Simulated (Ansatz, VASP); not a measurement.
Yb in VASP and in Ansatz

File INCAR:

```
PREC     = Accurate       # precision mode
ENCUT    = 520            # plane-wave cutoff, eV
EDIFF    = 1E-6           # SCF threshold, eV
ISMEAR   = 0              # smearing method
SIGMA    = 0.1            # smearing width, eV
LREAL    = False          # projectors in reciprocal space
LASPH    = True           # aspherical terms in the spheres
NELM     = 150            # most SCF steps
ALGO     = Normal         # electronic algorithm
ISIF     = 2              # what is computed and relaxed
LWAVE    = False          # write WAVECAR
LCHARG   = False          # write CHGCAR
ISPIN    = 2              # spin polarisation
MAGMOM   = 1              # initial moments
LORBIT   = 11             # projections on sites
LMAXMIX  = 6              # l up to which the mixer works
GGA      = PS             # functional
NBANDS   = 22             # bands
```

KPOINTS

```
regular mesh
0
Gamma
  8 8 8
```

Contents of POSCAR:

```
Yb
1.0
    0.0000000000      2.7431000000      2.7431000000
    2.7431000000      0.0000000000      2.7431000000
    2.7431000000      2.7431000000      0.0000000000
Yb
1
Direct
    0.0000000000      0.0000000000      0.0000000000
```

Contents of input.yaml:

```yaml
crystal:
  lattice:
    - [0.0, 2.7431, 2.7431]
    - [2.7431, 0.0, 2.7431]
    - [2.7431, 2.7431, 0.0]
  atoms:
    - { symbol: Yb, position: [0.0, 0.0, 0.0], spin: 1.0 }
kpoints:
  mp_grid: { grid: [8, 8, 8] }
scf:
  occupations: { method: gaussian, width: 0.1 }
hamiltonian:
  xc: pbesol
  pseudopotentials: { kind: all_electron, lapw: { basis_error: 0.001 } }
magnetization:
  spin_polarized: true
output:
  forces: true
  stress: true
  eigenvalues: true
```

Alike in both runs: task single point; functional PBEsol; k mesh 8 × 8 × 8; occupations gaussian, width 0.1 eV; collinear spin.

```csv
,VASP,Ansatz
version,VASP 6.6.1,Ansatz 0.2.0
potentials or method,"VASP PAW PBE potentials, release 64 (Yb), cutoff 520 eV","all-electron LAPW, scalar-relativistic"
```

|  | VASP | Ansatz | Ansatz less VASP |
| --- | --- | --- | --- |
| gap on the k mesh at the Fermi level (eV) | none | none | - |
| pressure (GPa) | -2.9 | -3.3 | -0.40 |
| net moment per atom (μB) | 0.00 | 0.00 | -0.001 |

VASP's potentials were made for PBE, not for PBEsol. A gap of «none» marks a metal or a gap that the smearing closes. Ansatz ran all-electron here, and VASP with PAW potentials.

Neither program's run includes spin-orbit coupling. Noted on Ansatz's run: the open f shell may have settled in a state that isn't the lowest.
